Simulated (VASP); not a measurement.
Crystal: BaHfO3.

```
CELL_PARAMETERS angstrom
4.16957 0.00000 0.00000
0.00000 4.16957 0.00000
0.00000 0.00000 4.17038
ATOMIC_POSITIONS crystal
Ba 0.50000 0.50000 0.99642
Hf 0.00000 0.00000 0.49788
O 0.00000 0.50000 0.49889
O 0.50000 0.00000 0.49889
O 0.00000 0.00000 0.99794
```

| Quantity | Value |
| --- | --- |
| Program | VASP 6.6.1 |
| Task | relaxation of cell and atoms |
| Functional | PBE |
| Potentials or basis | VASP PAW PBE potentials, release 64 (Ba_sv, Hf_pv, O) |
| Cutoff | 600 eV |
| k mesh | 6 × 6 × 6 |
| Occupations | fermi-dirac, width 0.02 eV |
| Spin | no spin polarisation |

At the start: pressure 3.6 GPa; volume 14.50 Å³/atom.

Question: Where does the relaxation end?

Answer: Over 13 steps the energy falls by 3.5 meV/atom and the volume is 14.82 Å³/atom (+2.2 %); space group Pm-3m (No. 221, to 0.1 Å) before and after.

The path:
```csv
step,energy change (eV),largest force (eV/Å),pressure (GPa),volume (Å³)
1,0.0000,0.0246,3.59,72.50
2,0.0051,0.0121,-3.75,75.96
3,-0.0174,0.0182,-0.02,74.09
4,-0.0174,0.0183,0.05,74.06
5,-0.0174,0.0151,0.05,74.06
6,-0.0174,0.0118,0.05,74.06
7,-0.0174,0.0295,0.05,74.06
8,-0.0174,0.0140,0.05,74.06
9,-0.0174,0.0096,-0.05,74.11
10,-0.0174,0.0097,-0.05,74.11
11,-0.0174,0.0058,-0.03,74.10
12,-0.0174,0.0070,-0.01,74.09
13,-0.0174,0.0036,0.02,74.08
```

Final structure:
```yaml
crystal:
  lattice:
    - [4.19976, 0.00000, 0.00000]
    - [0.00000, 4.19976, 0.00000]
    - [0.00000, 0.00000, 4.19986]
  atoms:
    - { symbol: Ba, position: [0.50000, 0.50000, 0.99775] }
    - { symbol: Hf, position: [0.00000, 0.00000, 0.49795] }
    - { symbol: O, position: [0.00000, 0.50000, 0.49817] }
    - { symbol: O, position: [0.50000, 0.00000, 0.49817] }
    - { symbol: O, position: [0.00000, 0.00000, 0.99799] }
```
